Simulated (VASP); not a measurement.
# Pd (Im-3m) in VASP: a series of runs

Pd is run at these levels: RPBE, revPBE, BLYP; tasks: relaxation of cell and atoms.

All numbers are computed with VASP 6.6.1; they aren't measurements. Logs are shortened: lines on timing, memory, paths and dates and some standing lists are left out, and cuts for length are marked.

## (1) The cell of the first run

It takes space group Im-3m (No. 229, cubic). Conventional cell: a = 3.145 Å, b = 3.145 Å, c = 3.145 Å, α = 90.00°, β = 90.00°, γ = 90.00°. Within 3.6 Å of Pd (site symmetry m-3m) lie 14 Pd at 2.72 to 3.14 Å.

## (2) Relaxation of cell and atoms, RPBE

INCAR

```
SYSTEM = Pd
ALGO = Normal
EDIFF = 1E-6
EDIFFG = -0.01
ENCUT = 600
GGA = RP
IBRION = 2
ISIF = 3
ISMEAR = -1
LASPH = .TRUE.
LCHARG = .FALSE.
LREAL = .FALSE.
LWAVE = .FALSE.
NELM = 60
NSW = 60
PREC = Accurate
SIGMA = 0.05
```

KPOINTS

```
k-points
0
G
  12 12 12
  0 0 0
```

POSCAR

```
Pd
1.0
   -1.5722810000      1.5722810000      1.5722810000
    1.5722810000     -1.5722810000      1.5722810000
    1.5722810000      1.5722810000     -1.5722810000
Pd
1
Direct
    0.0000000000      0.0000000000      0.0000000000
```

Potentials or basis: VASP PAW PBE potentials, release 64 (Pd).

Launch:

```bash
$ cat potpaw_PBE.64/Pd/POTCAR > POTCAR
$ mpirun -np 1 vasp_std > vasp.out
```

OUTCAR:

```text
SYSTEM = Pd
   EDIFF = 1E-6
   EDIFFG = -0.01
   ENCUT = 600
   GGA = RP
   IBRION = 2
   ISIF = 3
   ISMEAR = -1
   LASPH = .TRUE.
   LREAL = .FALSE.
   NELM = 60
   NSW = 60
   PREC = Accurate

 ion  position               nearest neighbor table
   1  0.000  0.000  0.000-

  LATTYP: Found a body centered cubic cell.
 ALAT       =     3.1445620000

  Lattice vectors:

 A1 = (  -1.5722810000,   1.5722810000,   1.5722810000)
 A2 = (   1.5722810000,  -1.5722810000,   1.5722810000)
 A3 = (   1.5722810000,   1.5722810000,  -1.5722810000)

Analysis of symmetry for initial positions (statically):
=====================================================================
 Subroutine PRICEL returns:
 Original cell was already a primitive cell.

 Routine SETGRP: Setting up the symmetry group for a
 body centered cubic supercell.

 Subroutine GETGRP returns: Found 48 space group operations
[... 9 lines left out ...]

 Routine SETGRP: Setting up the symmetry group for a
 body centered cubic supercell.

 Subroutine GETGRP returns: Found 48 space group operations
[... 11 lines left out ...]
                                     Primitive cell

  volume of cell :      15.5471

  direct lattice vectors                    reciprocal lattice vectors
    -1.572281000  1.572281000  1.572281000     0.000000000  0.318009313  0.318009313
     1.572281000 -1.572281000  1.572281000     0.318009313  0.000000000  0.318009313
     1.572281000  1.572281000 -1.572281000     0.318009313  0.318009313  0.000000000

  length of vectors
     2.723270576  2.723270576  2.723270576     0.449733083  0.449733083  0.449733083

  position of ions in fractional coordinates (direct lattice)
     0.000000000  0.000000000  0.000000000

  ion indices of the primitive-cell ions
   primitive index   ion index
                 1           1

----------------------------------------------------------------------------------------

 KPOINTS: k-points

Automatic generation of k-mesh.
 Grid dimensions read from file:
 generate k-points for:   12   12   12

 Generating k-lattice:

  Cartesian coordinates                     Fractional coordinates (reciprocal lattice)
     0.000000000  0.026500776  0.026500776     0.083333333  0.000000000  0.000000000
     0.026500776  0.000000000  0.026500776     0.000000000  0.083333333  0.000000000
     0.026500776  0.026500776  0.000000000     0.000000000  0.000000000  0.083333333

  Length of vectors
     0.037477757  0.037477757  0.037477757

  Shift w.r.t. Gamma in fractional coordinates (k-lattice)
     0.000000000  0.000000000  0.000000000

 Subroutine IBZKPT returns following result:
 ===========================================

 Found     72 irreducible k-points:

 Following reciprocal coordinates:
            Coordinates               Weight
  0.000000  0.000000  0.000000      1.000000
  0.083333  0.000000  0.000000     12.000000
  0.166667  0.000000  0.000000     12.000000
  0.250000  0.000000  0.000000     12.000000
  0.333333  0.000000  0.000000     12.000000
  0.416667  0.000000  0.000000     12.000000
[... 16 lines left out ...]
  0.333333  0.083333  0.083333     24.000000
  0.416667  0.083333  0.083333     12.000000
 [... further k-points ...]
   k-points           NKPTS =     72   k-points in BZ     NKDIM =     72   number of bands    NBANDS=      9
   number of dos      NEDOS =    301   number of ions     NIONS =      1
   total plane-waves  NPLWV =  13824
   dimension x,y,z NGX =    24 NGY =   24 NGZ =   24
   dimension x,y,z NGXF=    48 NGYF=   48 NGZF=   48
   ions per type =               1
   NGX,Y,Z   is equivalent  to a cutoff of  14.65, 14.65, 14.65 a.u.
   NGXF,Y,Z  is equivalent  to a cutoff of  29.30, 29.30, 29.30 a.u.
 SYSTEM =  Pd
   PREC   = accura    normal or accurate (medium, high low for compatibility)
   ISTART =      0    job   : 0-new  1-cont  2-samecut
   ICHARG =      2    charge: 1-file 2-atom 10-const
   ISPIN  =      1    spin polarized calculation?
   LNONCOLLINEAR =      F non collinear calculations
   LSORBIT =      F    spin-orbit coupling
   LASPH  =      T    aspherical Exc in radial PAW
   ENCUT  =  600.0 eV  44.10 Ry    6.64 a.u.   5.44  5.44  5.44*2*pi/ulx,y,z
   NELM   =     60;   NELMIN=  2; NELMDL= -5     # of ELM steps
   EDIFF  = 0.1E-05   stopping-criterion for ELM
   LREAL  =      F    real-space projection
   EDIFFG = -.1E-01   stopping-criterion for IOM
   NSW    =     60    number of steps for IOM
   IBRION =      2    ionic relax: 0-MD 1-quasi-New 2-CG
   NFREE  =      1    steps in history (QN), initial steepest desc. (CG)
   ISIF   =      3    stress and relaxation
   ISYM   =      2    0-nonsym 1-usesym 2-fastsym
   POTIM  = 0.5000    time-step for ionic-motion
   TEBEG  =    0.0;   TEEND  =   0.0 temperature during run
   PSTRESS=    0.0 pullay stress
   NELECT =      10.0000    total number of electrons
   NUPDOWN=      -1.0000    fix difference up-down
   EMIN   =  10.00;   EMAX   =-10.00  energy-range for DOS
   EFERMI =   0.00;   METHOD = LEGACY
   ISMEAR =    -1;   SIGMA  =   0.05  broadening in eV -4-tet -1-fermi 0-gaus
   EFERMI_NEDOS =   21; number of points for ismear=-14 and -15
   IALGO  =     38    algorithm
   IMIX   =      4    mixing-type and parameters
     AMIX     =   0.40;   BMIX     =  1.00
     AMIX_MAG =   1.60;   BMIX_MAG =  1.00
  volume/ion in A,a.u.               =      15.55       104.92
  Fermi-wavevector in a.u.,A,eV,Ry     =   1.413160  2.670485 27.171123  1.997021
  Thomas-Fermi vector in A             =   2.534834
   LORBIT       =      0    0 simple, 1 ext, 2 COOP (PROOUT), +10 PAW based schemes
   GGA     = RP    functional components
   LHFCALC =     F    Hartree Fock is set to
   AEXX    =    0.0000 exact exchange contribution
   IVDW    =     0    specifies the selected vdW correction
   LEPSILON=     F    determine dielectric tensor
   LRPA    =     F    only Hartree local field effects (RPA)
 conjugate gradient relaxation of ions
 non-spin polarized calculation
  energy-cutoff  :      600.00
  volume of cell :       15.55
 maximum number of plane-waves:       539
 NGX is ok and might be reduce to    24
   NGX = 11   NGY = 11   NGZ = 11

--------------------------------------- Ionic step        1  -------------------------------------------

 number of electron      10.0000002 magnetization

 Free energy of the ion-electron system (eV)
  ---------------------------------------------------
  ext. energy  EPLUGINS =         0.00000000
  ---------------------------------------------------
  free energy    TOTEN  =        -4.59260742 eV

  energy without entropy =       -4.58209432  energy(sigma->0) =       -4.58735087

------------------------ aborting loop because EDIFF is reached ----------------------------------------

  FORCE on cell =-STRESS in cart. coord.  units (eV):
  Direction    XX          YY          ZZ          XY          YZ          ZX
  --------------------------------------------------------------------------------------
  -------------------------------------------------------------------------------------
  Total        0.2938108      0.2938108      0.2938108      0.0000000      0.0000000      0.0000000
  in kB       30.2780463     30.2780463     30.2780463      0.0000000      0.0000000      0.0000000
  external PRESSURE =      30.2780463 kB  Pullay stress =       0.0000000 kB

 VOLUME and BASIS-vectors are now :
 -----------------------------------------------------------------------------
  energy-cutoff  :      600.00
  volume of cell :       15.55
      direct lattice vectors                 reciprocal lattice vectors
    -1.572281000  1.572281000  1.572281000     0.000000000  0.318009313  0.318009313
     1.572281000 -1.572281000  1.572281000     0.318009313  0.000000000  0.318009313
     1.572281000  1.572281000 -1.572281000     0.318009313  0.318009313  0.000000000
[... 106 lines left out ...]
 POSITION                                       TOTAL-FORCE (eV/Angst)
 -----------------------------------------------------------------------------------
      0.00000     -0.00000      0.00000         0.000000      0.000000     -0.000000
 -----------------------------------------------------------------------------------
    total drift:                                0.000000      0.000000      0.000000

  FREE ENERGIE OF THE ION-ELECTRON SYSTEM (eV)
  ---------------------------------------------------
  free  energy   TOTEN  =        -4.5954460123 eV

  energy  without entropy=       -4.5845321980  energy(sigma->0) =       -4.58998911

--------------------------------------- Ionic step        5  -------------------------------------------

 number of electron      10.0000000 magnetization

 Free energy of the ion-electron system (eV)
  ---------------------------------------------------
  ext. energy  EPLUGINS =         0.00000000
  ---------------------------------------------------
  free energy    TOTEN  =        -4.59544768 eV

  energy without entropy =       -4.58453306  energy(sigma->0) =       -4.58999037

 E-fermi :   8.7197     XC(G=0): -12.6235

 val. band max:        8.7124449591   @ k =  -0.2500   0.2500   0.1667
 cond. band min:       8.7807187019   @ k =  -0.4167   0.4167   0.2500
 fundamental gap:      0.0682737428
 Fermi energy:         8.7196681219

 k-point     1 :       0.0000    0.0000    0.0000
  band No.  band energies     occupation
      1       2.1856      2.00000
      2       6.0910      2.00000
      3       6.0910      2.00000
      4       6.0910      2.00000
      5       7.8674      2.00000
      6       7.8674      2.00000
      7      27.9564      0.00000
      8      27.9564      0.00000
      9      27.9564      0.00000

 k-point     2 :       0.0833    0.0000    0.0000
  band No.  band energies     occupation
      1       2.4346      2.00000
      2       6.0117      2.00000
      3       6.0948      2.00000
      4       6.2610      2.00000
      5       7.7785      2.00000
      6       7.8735      2.00000
      7      27.7000      0.00000
      8      27.9578      0.00000
      9      28.2352      0.00000
[... 253 lines left out ...]
 k-point    24 :       0.4167    0.0833    0.0833
  band No.  band energies     occupation
      1       4.3298      2.00000
      2       5.0234      2.00000
      3       7.7862      2.00000
      4       7.8733      2.00000
      5       8.0815      1.99999
      6      12.2258      0.00000
      7      16.1361      0.00000
      8      22.9369      0.00000
      9      23.6593      0.00000

 [... further k-points ...]
[... 5 lines left out ...]
  --------------------------------------------------------------------------------------
  -------------------------------------------------------------------------------------
  Total        0.0093216      0.0093216      0.0093216     -0.0000000      0.0000000      0.0000000
  in kB        0.9424541      0.9424541      0.9424541     -0.0000000      0.0000000      0.0000000
  external PRESSURE =       0.9424541 kB  Pullay stress =       0.0000000 kB

 VOLUME and BASIS-vectors are now :
 -----------------------------------------------------------------------------
  energy-cutoff  :      600.00
  volume of cell :       15.85
      direct lattice vectors                 reciprocal lattice vectors
    -1.582320200  1.582320200  1.582320200     0.000000000  0.315991668  0.315991668
     1.582320200 -1.582320200  1.582320200     0.315991668  0.000000000  0.315991668
     1.582320200  1.582320200 -1.582320200     0.315991668  0.315991668  0.000000000

 POSITION                                       TOTAL-FORCE (eV/Angst)
 -----------------------------------------------------------------------------------
      1.58232     -1.58232      1.58232         0.000000     -0.000000      0.000000
 -----------------------------------------------------------------------------------
    total drift:                                0.000000     -0.000000      0.000000

  FREE ENERGIE OF THE ION-ELECTRON SYSTEM (eV)
  ---------------------------------------------------
  free  energy   TOTEN  =        -4.5954476767 eV

  energy  without entropy=       -4.5845330564  energy(sigma->0) =       -4.58999037

 reached required accuracy - stopping structural energy minimisation
```

It took 13 s on 1 thread of Intel Xeon Platinum 8488C (Sapphire Rapids), shared host; peak memory 0.15 GiB.

What came out:

* Free energy: -4.5954 eV
* Relaxed volume: 15.85 Å³/atom
* Relaxed cell: a = 2.741 Å, b = 2.741 Å, c = 2.741 Å, α = 109.47°, β = 109.47°, γ = 109.47°
* Space group after relaxing (to 0.05 Å): Im-3m (No. 229)
* Energy gained by relaxing: 2.8 meV/atom
* Ionic steps: 5
* Pressure after relaxing: 0.1 GPa
* Band gap on the k mesh: zero (band 5 reaches 9.26 eV, above the bottom of band 6 at 7.77 eV)

Step by step:
```
step  energy change (eV)  largest force (eV/Å)  pressure (GPa)  volume (Å³)
   1              0.0000                0.0000            3.03        15.55
   2              0.0007                0.0000           -3.08        16.22
   3             -0.0028                0.0000           -0.11        15.86
   4             -0.0028                0.0000            0.11        15.85
   5             -0.0028                0.0000            0.09        15.85
```

Final structure:
```xyz
1
Lattice="-1.5823 1.5823 1.5823 1.5823 -1.5823 1.5823 1.5823 1.5823 -1.5823" Properties=species:S:1:pos:R:3 pbc="T T T"
Pd    1.5823   -1.5823    1.5823
```

Caveat: the PAW data sets were made with another functional, which shifts forces and pressure a little.

## (3) Relaxation of cell and atoms, revPBE

INCAR

```
ALGO     = Normal         # electronic algorithm
EDIFF    = 1E-6           # SCF threshold, eV
EDIFFG   = -0.01          # ionic threshold
ENCUT    = 600            # plane-wave cutoff, eV
GGA      = RE             # functional
IBRION   = 2              # ionic algorithm
ISIF     = 3              # what is computed and relaxed
ISMEAR   = -1             # smearing method
LASPH    = True           # aspherical terms in the spheres
LCHARG   = False          # write CHGCAR
LREAL    = False          # projectors in reciprocal space
LWAVE    = False          # write WAVECAR
NELM     = 100            # most SCF steps
NSW      = 60             # ionic steps
PREC     = Accurate       # precision mode
SIGMA    = 0.05           # smearing width, eV
```

KPOINTS

```
k-points
0
Gamma
  12 12 12
```

POSCAR is that of step 2.

Potentials or basis: VASP PAW PBE potentials, release 64 (Pd).

Launch:

```bash
$ cat potpaw_PBE.64/Pd/POTCAR > POTCAR
$ mpirun -np 1 vasp_std > vasp.out
```

Run time: 16 s. Hardware: 1 thread of Intel Xeon Platinum 8488C (Sapphire Rapids), shared host; peak memory 0.15 GiB.

It converged, with:

```
Free energy                            : -4.7122 eV
Relaxed volume                         : 15.72 Å³/atom
Relaxed cell                           : a = 2.734 Å, b = 2.734 Å, c = 2.734 Å, α = 109.47°, β = 109.47°, γ = 109.47°
Space group after relaxing (to 0.05 Å) : Im-3m (No. 229)
Energy gained by relaxing              : 1.0 meV/atom
Ionic steps                            : 3
Pressure after relaxing                : -0.1 GPa
Band gap on the k mesh                 : zero (band 5 reaches 9.36 eV, above the bottom of band 6 at 7.84 eV)
```

Step by step:
| step | energy change (eV) | largest force (eV/Å) | pressure (GPa) | volume (Å³) |
| --- | --- | --- | --- | --- |
| 1 | 0.0000 | 0.0000 | 1.77 | 15.55 |
| 2 | 0.0004 | 0.0000 | -1.94 | 15.94 |
| 3 | -0.0010 | 0.0000 | -0.06 | 15.72 |

Final structure:
```
Pd
1.0
    -1.57822    1.57822    1.57822
     1.57822   -1.57822    1.57822
     1.57822    1.57822   -1.57822
Pd
1
Direct
  0.00000 0.00000 0.00000
```

Levels at points of the mesh, in eV from the Fermi level:
```
           k point  band 1  band 2  band 3  band 4  band 5  band 6  band 7  band 8  band 9
(0.00, 0.00, 0.00)   -6.60   -2.66   -2.66   -2.66   -0.86   -0.86   19.26   19.26   19.26
(0.50, 0.00, 0.00)   -4.80   -3.75   -0.93   -0.65    0.55    1.56    7.48   15.02   17.31
(0.50, 0.50, 0.50)   -4.72   -4.72    0.20    0.20    0.20    9.07    9.07    9.07   16.80
```

Caveat: the PAW data sets were made with another functional, which shifts forces and pressure a little.

(Part 1 of 2 ends here.)
